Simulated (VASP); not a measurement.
# SnN2F2 (C2/m) in VASP: further runs

SnN2F2 is run at these levels: PBE; tasks: single point.

All numbers are computed with VASP 6.6.1; they aren't measurements. Logs are shortened: lines on timing, memory, paths and dates and some standing lists are left out, and cuts for length are marked.

### 1 The cell of the first run

The structure is monoclinic, space group C2/m (No. 12). Conventional cell: a = 8.794 Å, b = 5.294 Å, c = 3.737 Å, α = 90.00°, β = 109.59°, γ = 90.00°. Sn (site symmetry 2/m) has 4 F at 2.35 Å and 4 N at 2.71 Å within 3.1 Å. Within 3.3 Å of F (site symmetry m) lie 2 Sn at 2.35 Å and 4 N at 2.55 to 3.20 Å and 3 F at 2.86 to 3.29 Å. Within 1.5 Å of N (site symmetry m) lie 1 N at 1.12 Å.

### 2 Single point, PBE

File INCAR:

```
  ALGO = Normal
  EDIFF = 1E-6
  ENCUT = 600
  GGA = PE
  GGA_COMPAT = F
  ISIF = 2
  ISMEAR = 0
  LASPH = T
  LCHARG = T
  LELF = T
  LREAL = F
  LVHAR = T
  LWAVE = F
  NBANDS = 27
  NELM = 120
  PREC = Accurate
  SIGMA = 0.1
```

File KPOINTS:

```
k-points
0
Gamma
  6 6 8
```

File POSCAR:

```
SnN2F2
1.0
    4.3970390000     -2.6470130000      0.0000000000
    4.3970390000      2.6470130000      0.0000000000
   -1.2529480000      0.0000000000      3.5211200000
Sn F N
1 2 2
Direct
    0.0000000000      0.0000000000      0.0000000000
    0.1723560000      0.1723560000      0.6365290000
    0.8276440000      0.8276440000      0.3634710000
    0.4619940000      0.4619940000      0.0939310000
    0.5380060000      0.5380060000      0.9060690000
```

Potentials or basis: VASP PAW PBE potentials, release 64 (Sn_d, F, N).

The run is started by

```sh
> cat potpaw_PBE.64/Sn_d/POTCAR potpaw_PBE.64/F/POTCAR potpaw_PBE.64/N/POTCAR > POTCAR
> mpirun -np 1 vasp_std > vasp.out
```

OUTCAR:

```text
EDIFF = 1E-6
   ENCUT = 600
   GGA = PE
   ISIF = 2
   ISMEAR = 0
   LASPH = T
   LREAL = F
   NELM = 120
   PREC = Accurate

 ion  position               nearest neighbor table
   1  0.000  0.000  0.000-   2 2.35   3 2.35   2 2.35   3 2.35   5 2.71   5 2.71   4 2.71   4 2.71

   2  0.172  0.172  0.637-   1 2.35   1 2.35
   3  0.828  0.828  0.363-   1 2.35   1 2.35
   4  0.462  0.462  0.094-   5 1.12   1 2.71   1 2.71
   5  0.538  0.538  0.906-   4 1.12   1 2.71   1 2.71

  LATTYP: Found a base centered monoclinic cell.
 ALAT       =     8.7940780000
 B/A-ratio  =     0.6019989816
 C/A-ratio  =     0.4249906358
 COS(beta)  =    -0.3352458210

  Lattice vectors:

 A1 = (   4.3970390000,  -2.6470130000,   0.0000000000)
 A2 = (   4.3970390000,   2.6470130000,   0.0000000000)
 A3 = (  -1.2529480000,   0.0000000000,   3.5211200000)

Analysis of symmetry for initial positions (statically):
=====================================================================
 Subroutine PRICEL returns:
 Original cell was already a primitive cell.

 Routine SETGRP: Setting up the symmetry group for a
 base centered monoclinic supercell.

 Subroutine GETGRP returns: Found  4 space group operations
 (whereof  4 operations were pure point group operations)
 out of a pool of  4 trial point group operations.

The static configuration has the point symmetry C_2h.

Analysis of symmetry for dynamics (positions and initial velocities):
=====================================================================
 Subroutine PRICEL returns:
 Original cell was already a primitive cell.

 Routine SETGRP: Setting up the symmetry group for a
 base centered monoclinic supercell.

 Subroutine GETGRP returns: Found  4 space group operations
 (whereof  4 operations were pure point group operations)
 out of a pool of  4 trial point group operations.

The dynamic configuration has the point symmetry C_2h.

 Subroutine INISYM returns: Found  4 space group operations
 (whereof  4 operations are pure point group operations),
 and found     1 'primitive' translations

----------------------------------------------------------------------------------------

[... 95 lines left out ...]
   LASPH  =      T    aspherical Exc in radial PAW
   ENCUT  =  600.0 eV  44.10 Ry    6.64 a.u.  10.25 10.25  7.46*2*pi/ulx,y,z
   NELM   =    120;   NELMIN=  2; NELMDL= -5     # of ELM steps
   EDIFF  = 0.1E-05   stopping-criterion for ELM
   LREAL  =      F    real-space projection
   EDIFFG = 0.1E-04   stopping-criterion for IOM
   NSW    =      0    number of steps for IOM
   IBRION =     -1    ionic relax: 0-MD 1-quasi-New 2-CG
   NFREE  =      0    steps in history (QN), initial steepest desc. (CG)
   ISIF   =      2    stress and relaxation
   ISYM   =      2    0-nonsym 1-usesym 2-fastsym
   POTIM  = 0.5000    time-step for ionic-motion
   TEBEG  =    0.0;   TEEND  =   0.0 temperature during run
   PSTRESS=    0.0 pullay stress
   NELECT =      38.0000    total number of electrons
   NUPDOWN=      -1.0000    fix difference up-down
   EMIN   =  10.00;   EMAX   =-10.00  energy-range for DOS
   EFERMI =   0.00;   METHOD = LEGACY
   ISMEAR =     0;   SIGMA  =   0.10  broadening in eV -4-tet -1-fermi 0-gaus
   EFERMI_NEDOS =   21; number of points for ismear=-14 and -15
   IALGO  =     38    algorithm
   IMIX   =      4    mixing-type and parameters
     AMIX     =   0.40;   BMIX     =  1.00
     AMIX_MAG =   1.60;   BMIX_MAG =  1.00
  volume/ion in A,a.u.               =      16.39       110.63
  Fermi-wavevector in a.u.,A,eV,Ry     =   1.267050  2.394377 21.842994  1.605415
  Thomas-Fermi vector in A             =   2.400218
   LORBIT       =      0    0 simple, 1 ext, 2 COOP (PROOUT), +10 PAW based schemes
   GGA     = PE    functional components
   LHFCALC =     F    Hartree Fock is set to
   AEXX    =    0.0000 exact exchange contribution
   IVDW    =     0    specifies the selected vdW correction
   LEPSILON=     F    determine dielectric tensor
   LRPA    =     F    only Hartree local field effects (RPA)
 non-spin polarized calculation
 Gauss-broadening in eV      SIGMA  =   0.10
  energy-cutoff  :      600.00
  volume of cell :       81.96
 maximum number of plane-waves:      2752
 NGX is ok and might be reduce to    42
   NGX = 21   NGY = 21   NGZ = 15

 number of electron      38.0000002 magnetization

 Free energy of the ion-electron system (eV)
  ---------------------------------------------------
  ext. energy  EPLUGINS =         0.00000000
  ---------------------------------------------------
  free energy    TOTEN  =       -28.71144856 eV

  energy without entropy =      -28.71144856  energy(sigma->0) =      -28.71144856

 E-fermi :   2.5346     XC(G=0):  -8.8010

 val. band max:        2.1169617057   @ k =   0.5000   0.0000   0.5000
 cond. band min:       3.0810415593   @ k =   0.5000   0.0000   0.5000
 fundamental gap:      0.9640798536
 Fermi energy:         2.5346059187

 k-point     1 :       0.0000    0.0000    0.0000
  band No.  band energies     occupation
      1     -22.0439      2.00000
      2     -20.0764      2.00000
      3     -19.6094      2.00000
      4     -18.8742      2.00000
      5     -18.8157      2.00000
      6     -18.7772      2.00000
[... 709 lines left out ...]
     26      12.1908      0.00000
     27      13.3286      0.00000

 [... further k-points ...]

------------------------ aborting loop because EDIFF is reached ----------------------------------------

  FORCE on cell =-STRESS in cart. coord.  units (eV):
  Direction    XX          YY          ZZ          XY          YZ          ZX
  --------------------------------------------------------------------------------------
  -------------------------------------------------------------------------------------
  Total        0.5712861      8.1833124      0.5554995      0.0000000      0.0000000      0.1925271
  in kB       11.1670136    159.9604069     10.8584298      0.0000000      0.0000000      3.7633562
  external PRESSURE =      60.6619501 kB  Pullay stress =       0.0000000 kB

 VOLUME and BASIS-vectors are now :
 -----------------------------------------------------------------------------
  energy-cutoff  :      600.00
  volume of cell :       81.96
      direct lattice vectors                 reciprocal lattice vectors
     4.397039000 -2.647013000  0.000000000     0.113712887 -0.188892159  0.040463357
     4.397039000  2.647013000  0.000000000     0.113712887  0.188892159  0.040463357
    -1.252948000  0.000000000  3.521120000     0.000000000  0.000000000  0.284000545

 POSITION                                       TOTAL-FORCE (eV/Angst)
 -----------------------------------------------------------------------------------
      0.00000      0.00000      0.00000         0.000000      0.000000      0.000000
      0.71817      0.00000      2.24129        -0.154058      0.000000     -0.058785
      6.82296      0.00000      1.27983         0.154058      0.000000      0.058785
      3.94512      0.00000      0.33074         0.221002      0.000000     -0.072095
      3.59601      0.00000      3.19038        -0.221002      0.000000      0.072095
 -----------------------------------------------------------------------------------
    total drift:                                0.000000     -0.000000     -0.000000

  FREE ENERGIE OF THE ION-ELECTRON SYSTEM (eV)
  ---------------------------------------------------
  free  energy   TOTEN  =       -28.7114485554 eV

  energy  without entropy=      -28.7114485553  energy(sigma->0) =      -28.71144856
```

OSZICAR:

```text
N       E                     dE             d eps       ncg     rms          rms(c)
DAV:   1     0.436667608673E+03    0.43667E+03   -0.20744E+04  5077   0.190E+03
DAV:   2     0.261208983424E+02   -0.41055E+03   -0.38835E+03  5449   0.537E+02
DAV:   3    -0.298405934497E+02   -0.55961E+02   -0.55325E+02  5937   0.171E+02
DAV:   4    -0.316952482951E+02   -0.18547E+01   -0.18487E+01  5418   0.343E+01
DAV:   5    -0.317431257289E+02   -0.47877E-01   -0.47868E-01  6069   0.559E+00    0.114E+01
DAV:   6    -0.289287940473E+02    0.28143E+01   -0.82879E+00  6561   0.241E+01    0.550E+00
DAV:   7    -0.287849661318E+02    0.14383E+00   -0.73376E-01  4991   0.589E+00    0.310E+00
DAV:   8    -0.287116060914E+02    0.73360E-01   -0.22602E-01  5115   0.389E+00    0.527E-01
DAV:   9    -0.287105649089E+02    0.10412E-02   -0.30728E-02  5871   0.168E+00    0.234E-01
DAV:  10    -0.287111126160E+02   -0.54771E-03   -0.54799E-03  6017   0.742E-01    0.951E-02
DAV:  11    -0.287114407482E+02   -0.32813E-03   -0.54427E-04  5168   0.194E-01    0.455E-02
DAV:  12    -0.287114480474E+02   -0.72992E-05   -0.73842E-05  6838   0.111E-01    0.932E-03
DAV:  13    -0.287114485554E+02   -0.50793E-06   -0.89172E-06  5454   0.227E-02
   1 F= -.28711449E+02 E0= -.28711449E+02  d E =-.187163E-10
```

It took 6.1 min on 1 thread of Intel Xeon 8259CL, shared host; peak memory 0.38 GiB.

Results:

| Item | Value |
| --- | --- |
| Free energy | -28.7114 eV |
| Pressure | 6.1 GPa |
| Largest force | 0.232 eV/Å |
| Band gap on the k mesh | 0.96 eV |

Forces in eV/Å, atoms in the order of the input:
```
Sn   0.000  0.000  0.000
F   -0.154  0.000 -0.059
F    0.154  0.000  0.059
N    0.221  0.000 -0.072
N   -0.221  0.000  0.072
```

Stress tensor (GPa, compression positive):
```
 1.12  0.00  0.38
 0.00 16.00  0.00
 0.38  0.00  1.09
```

Levels at points of the mesh, in eV from the valence-band top:
```
           k point  band 16  band 17  band 18  band 19  band 20  band 21  band 22  band 23
(0.00, 0.00, 0.00)    -3.35    -3.00    -2.83    -1.94     1.82     2.09     4.01     4.56
(0.50, 0.00, 0.00)    -3.27    -3.04    -2.98    -1.20     1.31     1.97     3.00     3.79
(0.50, 0.50, 0.00)    -3.28    -2.90    -2.72    -1.64     1.87     1.98     2.90     4.65
(0.00, 0.00, 0.50)    -3.14    -3.10    -2.86    -0.55     1.42     2.83     4.60     4.67
(0.50, 0.00, 0.50)    -3.11    -2.92    -2.68     0.00     0.96     2.83     2.88     4.95
(0.50, 0.50, 0.50)    -3.33    -2.85    -2.84    -0.43     1.40     2.97     4.55     5.03
```

Caveat: the standard files for N, O and F lose accuracy on very short bonds; the cell stands under pressure; spin-orbit coupling is left out, which moves the levels of the heavy elements. A k mesh can miss the band edges.

### 3 Single point, PBE

File INCAR:

```
SYSTEM = SnN2F2
  ALGO = Normal
  EDIFF = 1E-6
  ENCUT = 600
  GGA = PE
  GGA_COMPAT = .FALSE.
  ISIF = 2
  ISMEAR = 0
  LASPH = .TRUE.
  LCHARG = .FALSE.
  LREAL = .FALSE.
  LWAVE = .FALSE.
  NBANDS = 27
  NELM = 120
  PREC = Accurate
  SIGMA = 0.01
```

File KPOINTS:

```
k-points
0
G
  6 6 8
  0 0 0
```

POSCAR is that of step 2.

Potentials or basis: VASP PAW PBE potentials, release 64 (Sn_d, F, N).

The run is started by

```sh
> cat potpaw_PBE.64/Sn_d/POTCAR potpaw_PBE.64/F/POTCAR potpaw_PBE.64/N/POTCAR > POTCAR
> mpirun -np 1 vasp_std > vasp.out
```

It took 5.5 min on 1 thread of Intel Xeon 8259CL, shared host; peak memory 0.37 GiB.

Results (log left out):

| Item | Value |
| --- | --- |
| Free energy | -28.7114 eV |
| Pressure | 6.1 GPa |
| Largest force | 0.232 eV/Å |
| Band gap on the k mesh | 0.96 eV |

Forces in eV/Å, atoms in the order of the input:
```
Sn   0.000  0.000  0.000
F   -0.154  0.000 -0.059
F    0.154  0.000  0.059
N    0.221  0.000 -0.072
N   -0.221  0.000  0.072
```

Stress tensor (GPa, compression positive):
```
 1.12  0.00  0.38
 0.00 16.00  0.00
 0.38  0.00  1.09
```

Levels at points of the mesh, in eV from the valence-band top:
```tsv
k point	band 17	band 18	band 19	band 20	band 21	band 22
(0.00, 0.00, 0.00)	-3.00	-2.83	-1.94	1.82	2.09	4.01
(0.50, 0.00, 0.00)	-3.04	-2.98	-1.20	1.31	1.97	3.00
(0.50, 0.50, 0.00)	-2.90	-2.72	-1.64	1.87	1.98	2.90
(0.00, 0.00, 0.50)	-3.10	-2.86	-0.55	1.42	2.83	4.60
(0.50, 0.00, 0.50)	-2.92	-2.68	0.00	0.96	2.83	2.88
(0.50, 0.50, 0.50)	-2.85	-2.84	-0.43	1.40	2.97	4.55
```

Caveat: the standard files for N, O and F lose accuracy on very short bonds; the cell stands under pressure; spin-orbit coupling is left out, which moves the levels of the heavy elements. A k mesh can miss the band edges.
